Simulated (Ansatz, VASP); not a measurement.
# Two plane-wave programs on NaH

```
Na H
1.0
     0.00000    2.43707    2.24942
     2.43707    0.00000    2.24942
     2.43707    2.43707    0.00000
Na H
1 1
Direct
  0.00000 0.00000 0.00000
  0.50000 0.50000 0.50000
```

Alike in both runs: task single point; functional r2SCAN; k mesh 10 × 10 × 10; occupations fermi-dirac, width 0.2 eV; no spin polarisation.

|  | VASP | Ansatz |
| --- | --- | --- |
| version | VASP 6.6.1 | Ansatz 0.2.0 |
| potentials or method | VASP PAW PBE potentials, release 64 (Na_pv, H), cutoff 520 eV | scalar-relativistic, plane waves, PAW |
| valence electrons in the cell | 8 | 10 |

Ansatz gave:

```
gap on the k mesh at the Fermi level (eV)                     : 4.40
least direct gap on the mesh (eV)                             : 5.27
pressure (GPa)                                                : 1.1
traceless stress, the component that is largest in VASP (GPa) : 2.46
```

**Question.** Estimate VASP's values.

**Answer.** gap on the k mesh at the Fermi level (eV): 4.42; least direct gap on the mesh (eV): 5.29; pressure (GPa): 0.8; traceless stress, the component that is largest in VASP (GPa): 2.56.

VASP's potentials were made for PBE, not for r2SCAN. The functional is the same, so the differences come from potentials, cutoffs and numerics. VASP's potentials hold 8 valence electrons a cell and Ansatz's 10, so a difference there can come from the potentials and not from the codes.
